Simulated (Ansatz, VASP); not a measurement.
## Mg3Cd2Te3: VASP beside Ansatz

```xyz
8
Lattice="4.2974 0.0000 0.0000 0.0000 6.4490 0.0000 0.0000 0.0000 8.0595" Properties=species:S:1:pos:R:3 pbc="T T T"
Mg    2.1487    3.2245    5.9047
Mg    2.1487    3.2245    2.1548
Mg    2.1487    0.0000    0.0000
Cd    0.0000    0.0000    6.0387
Cd    0.0000    0.0000    2.0209
Te    2.1487    0.0000    4.0298
Te    0.0000    3.2245    0.0000
Te    0.0000    3.2245    4.0298
```

Change from the starting cell: species swapped into the Li3Ag3Ge2 type (Pmmm, No. 47).

Alike in both runs: functional PBE; k mesh 4 × 4 × 2; occupations gaussian, width 0.2 eV; no spin polarisation.

Ansatz relaxed the structure, and its values are those at the end. VASP's run is a single point on that final structure, the one shown.

```csv
,VASP,Ansatz
version,VASP 6.6.1,Ansatz 0.2.0
potentials or method,"VASP PAW PBE potentials, release 64 (Mg, Cd, Te), cutoff 520 eV","scalar-relativistic, plane waves, PAW"
valence electrons in the cell,48,118
```

VASP gave:

```
gap on the k mesh at the Fermi level (eV) : none
pressure (GPa)                            : 0.6
rms of the force components (eV/Å)        : 0.033
```

**Question.** What did Ansatz give for the same quantities?

**Answer.** gap on the k mesh at the Fermi level (eV): none; pressure (GPa): 0.6; rms of the force components (eV/Å): 0.028.

A gap of «none» marks a metal or a gap that the smearing closes. With one functional, cell and mesh, what is left measures potentials, basis and numerics. VASP's potentials hold 48 valence electrons a cell and Ansatz's 118, so a difference there can come from the potentials and not from the codes.

The k mesh is coarse, so the values compare programs but aren't converged. Spin-orbit coupling is off throughout.
